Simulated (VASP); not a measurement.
The system is Fe.

```xyz
1
Lattice="2.3343 0.0000 0.0000 0.0000 2.3343 0.0000 0.0000 0.0000 2.3343" Properties=species:S:1:pos:R:3 pbc="T T T"
Fe    0.0000    0.0000    0.0000
```

This isn't the form of Fe at room conditions, which is bcc.

```yaml
Program: VASP 6.6.1
Task: relaxation of cell and atoms
Functional: RPBE
Potentials_or_basis: VASP PAW PBE potentials, release 64 (Fe_sv)
Cutoff: 600 eV
k_mesh: 13 × 13 × 13
Occupations: fermi-dirac, width 0.05 eV
Spin: collinear spin, ferromagnetic start
Starting_moments: "[2.5] μB"
```

At the start: pressure 8.9 GPa; volume 12.72 Å³/atom.

Where does the relaxation end?

Over 3 steps the energy falls by 19.2 meV/atom and the volume is 13.45 Å³/atom (+5.8 %); space group Pm-3m (No. 221, to 0.1 Å) before and after; moment 2.45 μB per cell.

The path:
```tsv
step	energy change (eV)	largest force (eV/Å)	pressure (GPa)	volume (Å³)
1	0.0000	0.0000	8.89	12.72
2	-0.0086	0.0000	-5.05	14.06
3	-0.0192	0.0000	-0.04	13.45
```

Final structure:
```cif
data_structure
_symmetry_space_group_name_H-M 'P 1'
_symmetry_Int_Tables_number 1
_cell_length_a 2.3783
_cell_length_b 2.3783
_cell_length_c 2.3783
_cell_angle_alpha 90.000
_cell_angle_beta 90.000
_cell_angle_gamma 90.000
_cell_volume 13.45
loop_
_atom_site_label
_atom_site_type_symbol
_atom_site_fract_x
_atom_site_fract_y
_atom_site_fract_z
_atom_site_occupancy
Fe1 Fe 0.00000 0.00000 0.00000 1
```

Caveat: the PAW data sets were made with another functional, which shifts forces and pressure a little.
